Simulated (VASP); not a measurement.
# Ta6F in VASP: a series of runs

Ta6F is run at these levels: LDA; tasks: single point.

Everything below comes from runs of VASP 6.6.1. Logs are shortened: lines on timing, memory, paths and dates and some standing lists are left out, and cuts for length are marked.

**1. The cell of the first run**

The cell holds a slab with vacuum, 7 atoms: a = 4.600 Å, b = 4.600 Å, c = 21.402 Å, α = 90.00°, β = 90.00°, γ = 120.00°.

**2. Single point, LDA, collinear spin**

INCAR

```
PREC = Accurate
ENCUT = 520
EDIFF = 1E-6
ISMEAR = 0
SIGMA = 0.1
LREAL = False
LASPH = True
NELM = 150
ALGO = Normal
ISIF = 2
LWAVE = False
LCHARG = False
ISPIN = 2
MAGMOM = 0 0 0 0 0 0 1
LORBIT = 11
LMAXMIX = 4
LDIPOL = True
IDIPOL = 3
DIPOL = 0.5 0.5 0.323
GGA = CA
NBANDS = 50
```

KPOINTS

```
regular mesh
0
Gamma
  6 6 1
```

POSCAR

```
Ta6F
1.0
    4.6002247516      0.0000000000      0.0000000000
   -2.3001123758      3.9839114980      0.0000000000
    0.0000000000      0.0000000000     21.4017722141
Ta F
6 1
Direct
    0.6666666667      0.3333333333      0.1869004099
    0.3333333333      0.6666666667      0.2307760729
    0.0000000000      0.0000000000      0.2746517360
    0.6666666667      0.3333333333      0.3157775353
    0.3333333333      0.6666666667      0.3543568624
    0.0000000000      0.0000000000      0.3925736677
    0.6666666667     -0.6666666667      0.5061156668
```

Potentials or basis: VASP PAW LDA potentials, release 64 (Ta_pv, F).

On the command line:

```console
> cat potpaw_LDA.64/Ta_pv/POTCAR potpaw_LDA.64/F/POTCAR > POTCAR
> mpirun -np 1 vasp_std > vasp.out
```

OUTCAR:

```text
PREC = Accurate
   ENCUT = 520
   EDIFF = 1E-6
   ISMEAR = 0
   LREAL = False
   LASPH = True
   NELM = 150
   ISIF = 2
   ISPIN = 2
   LORBIT = 11
   GGA = CA

 ion  position               nearest neighbor table
   1  0.667  0.333  0.187-   4 2.76   2 2.82   2 2.82   2 2.82   3 3.25   3 3.25   3 3.25
   2  0.333  0.667  0.231-   5 2.64   1 2.82   1 2.82   3 2.82   1 2.82   3 2.82   3 2.82   4 3.22
                             4 3.22   4 3.22
   3  0.000  0.000  0.275-   6 2.52   4 2.80   4 2.80   4 2.80   2 2.82   2 2.82   2 2.82   5 3.16
                             5 3.16   5 3.16   1 3.25   1 3.25   1 3.25
   4  0.667  0.333  0.316-   1 2.76   5 2.78   5 2.78   5 2.78   3 2.80   3 2.80   3 2.80   6 3.12
                             6 3.12   6 3.12   2 3.22   2 3.22   2 3.22
   5  0.333  0.667  0.354-   2 2.64   6 2.78   6 2.78   6 2.78   4 2.78   4 2.78   4 2.78   3 3.16
                             3 3.16   3 3.16
   6  0.000  0.000  0.393-   3 2.52   5 2.78   5 2.78   5 2.78   4 3.12   4 3.12   4 3.12
   7  0.667  0.333  0.506-

  LATTYP: Found a hexagonal cell.
 ALAT       =     4.6002247516
 C/A-ratio  =     4.6523318685

  Lattice vectors:

 A1 = (   4.6002247516,   0.0000000000,   0.0000000000)
 A2 = (  -2.3001123758,   3.9839114980,   0.0000000000)
 A3 = (   0.0000000000,   0.0000000000,  21.4017722141)

Analysis of symmetry for initial positions (statically):
=====================================================================
 Subroutine PRICEL returns:
 Original cell was already a primitive cell.

 Routine SETGRP: Setting up the symmetry group for a
 hexagonal supercell.

 Subroutine GETGRP returns: Found  6 space group operations
 (whereof  6 operations were pure point group operations)
 out of a pool of 24 trial point group operations.

The static configuration has the point symmetry C_3v.

Analysis of symmetry for dynamics (positions and initial velocities):
=====================================================================
 Subroutine PRICEL returns:
 Original cell was already a primitive cell.

 Routine SETGRP: Setting up the symmetry group for a
 hexagonal supercell.

 Subroutine GETGRP returns: Found  6 space group operations
 (whereof  6 operations were pure point group operations)
 out of a pool of 24 trial point group operations.

The dynamic configuration has the point symmetry C_3v.

Analysis of structural, dynamic, and magnetic symmetry:
=====================================================================
 Subroutine PRICEL returns:
 Original cell was already a primitive cell.

 Routine SETGRP: Setting up the symmetry group for a
 hexagonal supercell.

 Subroutine GETGRP returns: Found  6 space group operations
 (whereof  6 operations were pure point group operations)
 out of a pool of 24 trial point group operations.

The overall configuration has the point symmetry C_3v.

 Subroutine INISYM returns: Found  6 space group operations
 (whereof  6 operations are pure point group operations),
 and found     1 'primitive' translations

----------------------------------------------------------------------------------------

                                     Primitive cell

  volume of cell :     392.2279

  direct lattice vectors                    reciprocal lattice vectors
     4.600224752  0.000000000  0.000000000     0.217380683  0.125504796  0.000000000
    -2.300112376  3.983911498  0.000000000     0.000000000  0.251009592  0.000000000
     0.000000000  0.000000000 21.401772214     0.000000000  0.000000000  0.046725102

  length of vectors
     4.600224752  4.600224752 21.401772214     0.251009592  0.251009592  0.046725102

  position of ions in fractional coordinates (direct lattice)
     0.666666667  0.333333333  0.186900410
     0.333333333  0.666666667  0.230776073
     0.000000000  0.000000000  0.274651736
     0.666666667  0.333333333  0.315777535
     0.333333333  0.666666667  0.354356862
     0.000000000  0.000000000  0.392573668
     0.666666667  0.333333333  0.506115667

  ion indices of the primitive-cell ions
   primitive index   ion index
                 1           1
                 2           2
                 3           3
                 4           4
                 5           5
                 6           6
                 7           7

----------------------------------------------------------------------------------------

 KPOINTS: regular mesh

Automatic generation of k-mesh.
 Grid dimensions read from file:
 generate k-points for:    6    6    1

 Generating k-lattice:

  Cartesian coordinates                     Fractional coordinates (reciprocal lattice)
     0.036230114  0.020917466  0.000000000     0.166666667  0.000000000  0.000000000
     0.000000000  0.041834932  0.000000000     0.000000000  0.166666667  0.000000000
     0.000000000  0.000000000  0.046725102     0.000000000  0.000000000  1.000000000

  Length of vectors
     0.041834932  0.041834932  0.046725102

  Shift w.r.t. Gamma in fractional coordinates (k-lattice)
     0.000000000  0.000000000  0.000000000

 Subroutine IBZKPT returns following result:
 ===========================================

 Found      7 irreducible k-points:

 Following reciprocal coordinates:
            Coordinates               Weight
  0.000000  0.000000  0.000000      1.000000
  0.166667  0.000000  0.000000      6.000000
  0.333333  0.000000  0.000000      6.000000
  0.500000  0.000000  0.000000      3.000000
  0.166667  0.166667  0.000000      6.000000
  0.333333  0.166667  0.000000     12.000000
  0.333333  0.333333  0.000000      2.000000
   k-points           NKPTS =      7   k-points in BZ     NKDIM =      7   number of bands    NBANDS=     50
   number of dos      NEDOS =    301   number of ions     NIONS =      7
   total plane-waves  NPLWV = 207360
   dimension x,y,z NGX =    36 NGY =   36 NGZ =  160
   dimension x,y,z NGXF=    72 NGYF=   72 NGZF=  320
   ions per type =               6   1
   NGX,Y,Z   is equivalent  to a cutoff of  13.01, 13.01, 12.43 a.u.
   NGXF,Y,Z  is equivalent  to a cutoff of  26.02, 26.02, 24.86 a.u.
 SYSTEM =  unknown system
   PREC   = accura    normal or accurate (medium, high low for compatibility)
   ISTART =      0    job   : 0-new  1-cont  2-samecut
   ICHARG =      2    charge: 1-file 2-atom 10-const
   ISPIN  =      2    spin polarized calculation?
   LNONCOLLINEAR =      F non collinear calculations
   LSORBIT =      F    spin-orbit coupling
   LASPH  =      T    aspherical Exc in radial PAW
   ENCUT  =  520.0 eV  38.22 Ry    6.18 a.u.   8.55  8.55 39.79*2*pi/ulx,y,z
   NELM   =    150;   NELMIN=  2; NELMDL= -5     # of ELM steps
   EDIFF  = 0.1E-05   stopping-criterion for ELM
   LREAL  =      F    real-space projection
   EDIFFG = 0.1E-04   stopping-criterion for IOM
   NSW    =      0    number of steps for IOM
   IBRION =     -1    ionic relax: 0-MD 1-quasi-New 2-CG
   NFREE  =      0    steps in history (QN), initial steepest desc. (CG)
   ISIF   =      2    stress and relaxation
   ISYM   =      2    0-nonsym 1-usesym 2-fastsym
   POTIM  = 0.5000    time-step for ionic-motion
   TEBEG  =    0.0;   TEEND  =   0.0 temperature during run
   PSTRESS=    0.0 pullay stress
   NELECT =      73.0000    total number of electrons
   NUPDOWN=      -1.0000    fix difference up-down
   EMIN   =  10.00;   EMAX   =-10.00  energy-range for DOS
   EFERMI =   0.00;   METHOD = LEGACY
   ISMEAR =     0;   SIGMA  =   0.10  broadening in eV -4-tet -1-fermi 0-gaus
   EFERMI_NEDOS =   21; number of points for ismear=-14 and -15
   IALGO  =     38    algorithm
   IMIX   =      4    mixing-type and parameters
     AMIX     =   0.40;   BMIX     =  1.00
     AMIX_MAG =   1.60;   BMIX_MAG =  1.00
  volume/ion in A,a.u.               =      56.03       378.13
  Fermi-wavevector in a.u.,A,eV,Ry     =   0.934694  1.766316 11.886778  0.873654
  Thomas-Fermi vector in A             =   2.061525
   LORBIT       =     11    0 simple, 1 ext, 2 COOP (PROOUT), +10 PAW based schemes
   GGA     = CA    functional components
   LHFCALC =     F    Hartree Fock is set to
   AEXX    =    0.0000 exact exchange contribution
   IVDW    =     0    specifies the selected vdW correction
   LEPSILON=     F    determine dielectric tensor
   LRPA    =     F    only Hartree local field effects (RPA)
 spin polarized calculation
 Gauss-broadening in eV      SIGMA  =   0.10
  energy-cutoff  :      520.00
  volume of cell :      392.23
 maximum number of plane-waves:     10669
 NGX is ok and might be reduce to    36
   NGX = 17   NGY = 17   NGZ = 79

 dipolmoment           0.000000      0.000000     -0.041374 electrons x Angstroem

 number of electron      72.9999997 magnetization       0.0541003

 dipolmoment           0.000000      0.000000      0.608670 electrons x Angstroem

 Free energy of the ion-electron system (eV)
  ---------------------------------------------------
  ext. energy  EPLUGINS =         0.00000000
  ---------------------------------------------------
  free energy    TOTEN  =       -72.45686153 eV

  energy without entropy =      -72.40563609  energy(sigma->0) =      -72.43124881

 E-fermi :  -3.0850     XC(G=0):  -4.8616

 val. band max:       -3.0872021900   @ k =   0.1667   0.1667   0.0000
 cond. band min:      -3.0841110656   @ k =   0.1667   0.1667   0.0000
 fundamental gap:      0.0030911244
 Fermi energy:        -3.0850213392

 spin component 1

 k-point     1 :       0.0000    0.0000    0.0000
  band No.  band energies     occupation
      1     -37.6148      1.00000
      2     -37.4685      1.00000
      3     -37.2236      1.00000
      4     -37.2236      1.00000
      5     -37.1990      1.00000
      6     -37.1990      1.00000
[... 40 lines left out ...]
     47       0.7398      0.00000
     48       0.7398      0.00000
[... 304 lines left out ...]
     47      -0.3240      0.00000
     48      -0.0842      0.00000
 Fermi energy:        -3.0850213392

 spin component 2

 k-point     1 :       0.0000    0.0000    0.0000
  band No.  band energies     occupation
      1     -37.6155      1.00000
      2     -37.4664      1.00000
      3     -37.2221      1.00000
      4     -37.2221      1.00000
      5     -37.1984      1.00000
      6     -37.1984      1.00000
[... 40 lines left out ...]
     47       0.7399      0.00000
     48       0.7399      0.00000
[... 304 lines left out ...]
     47      -0.3223      0.00000
     48      -0.0839      0.00000
 [bands above 48 left out]

------------------------ aborting loop because EDIFF is reached ----------------------------------------

 vacuum level on the upper side and lower side of the slab       (xc-potential included)         2.747        -3.084

  FORCE on cell =-STRESS in cart. coord.  units (eV):
  Direction    XX          YY          ZZ          XY          YZ          ZX
  --------------------------------------------------------------------------------------
  -------------------------------------------------------------------------------------
  Total       -5.7717313     -5.7717313     -6.6824382      0.0000000      0.0000000     -0.0000000
  in kB      -23.5764395    -23.5764395    -27.2965064      0.0000000      0.0000000     -0.0000000
  external PRESSURE =     -24.8164618 kB  Pullay stress =       0.0000000 kB

 VOLUME and BASIS-vectors are now :
 -----------------------------------------------------------------------------
  energy-cutoff  :      520.00
  volume of cell :      392.23
      direct lattice vectors                 reciprocal lattice vectors
     4.600224752  0.000000000  0.000000000     0.217380683  0.125504796  0.000000000
    -2.300112376  3.983911498  0.000000000     0.000000000  0.251009592  0.000000000
     0.000000000  0.000000000 21.401772214     0.000000000  0.000000000  0.046725102

 POSITION                                       TOTAL-FORCE (eV/Angst)
 -----------------------------------------------------------------------------------
      2.30011      1.32797      4.00000         0.000000      0.000000      2.231396
     -0.00000      2.65594      4.93902        -0.000000     -0.000000     -0.509539
      0.00000      0.00000      5.87803         0.000000     -0.000000     -2.451546
      2.30011      1.32797      6.75820        -0.000000      0.000000      0.045505
     -0.00000      2.65594      7.58386        -0.000000      0.000000      0.274053
      0.00000      0.00000      8.40177         0.000000     -0.000000      2.254700
      2.30011      1.32797     10.83177         0.000000     -0.000000     -1.844569
 -----------------------------------------------------------------------------------
    total drift:                               -0.000001      0.000000     -0.013142

  FREE ENERGIE OF THE ION-ELECTRON SYSTEM (eV)
  ---------------------------------------------------
  free  energy   TOTEN  =       -72.4568615296 eV

  energy  without entropy=      -72.4056360935  energy(sigma->0) =      -72.43124881

 vacuum level on the upper side and lower side of the slab         6.512         0.526

 total charge

# of ion       s       p       d       tot
------------------------------------------
    1        0.395   6.012   2.424   8.831
    2        0.402   6.111   2.555   9.067
    3        0.390   6.176   2.505   9.071
    4        0.381   6.180   2.450   9.011
    5        0.410   6.121   2.571   9.103
    6        0.401   6.039   2.441   8.880
    7        1.738   4.157   0.000   5.894
--------------------------------------------------
tot          4.117  40.795  14.946  59.858

 magnetization (x)

# of ion       s       p       d       tot
------------------------------------------
    1        0.000   0.000   0.005   0.006
    2        0.000   0.000   0.002   0.003
    3        0.000   0.000  -0.001  -0.001
    4        0.000   0.000   0.002   0.002
    5       -0.000   0.000   0.000   0.000
    6        0.000  -0.000  -0.002  -0.002
    7        0.000   0.043   0.000   0.043
--------------------------------------------------
tot          0.001   0.044   0.008   0.052
```

Wall time 16 min (1 thread of Intel Xeon Platinum 8375C at 2.90GHz (Ice Lake), shared host); peak memory 0.54 GiB.

What came out:

```
Free energy                                           : -72.4569 eV
Largest force                                         : 2.452 eV/Å
Net moment                                            : 0.05 μB per cell
Site moments                                          : Ta +0.01, +0.00, -0.00 (each value once); F +0.04 μB
Valence electrons inside the program's atomic spheres : Ta 8.83, 9.07, 9.01, 9.10, 8.88 (each value once); F 5.89
```

Forces in eV/Å, atoms in the order of the input:
```
Ta   0.000  0.000  2.231
Ta   0.000  0.000 -0.510
Ta   0.000  0.000 -2.452
Ta   0.000  0.000  0.046
Ta   0.000  0.000  0.274
Ta   0.000  0.000  2.255
F    0.000  0.000 -1.845
```

Levels at points of the mesh, in eV from the Fermi level:
Spin up:
| k point | band 34 | band 35 | band 36 | band 37 | band 38 | band 39 | band 40 | band 41 |
| --- | --- | --- | --- | --- | --- | --- | --- | --- |
| (0.00, 0.00, 0.00) | -0.35 | -0.35 | -0.12 | -0.12 | 0.27 | 0.32 | 0.32 | 0.97 |
| (0.50, 0.00, 0.00) | -0.36 | -0.27 | -0.22 | -0.11 | 0.51 | 0.66 | 1.16 | 1.25 |
Spin down:
| k point | band 34 | band 35 | band 36 | band 37 | band 38 | band 39 | band 40 | band 41 |
| --- | --- | --- | --- | --- | --- | --- | --- | --- |
| (0.00, 0.00, 0.00) | -0.33 | -0.31 | -0.08 | -0.08 | 0.27 | 0.32 | 0.32 | 0.98 |
| (0.50, 0.00, 0.00) | -0.30 | -0.22 | -0.21 | -0.09 | 0.51 | 0.68 | 1.16 | 1.25 |

Caveat: spin-orbit coupling is left out, which moves the levels of the heavy elements.

(Continued in part 2 of 2.)
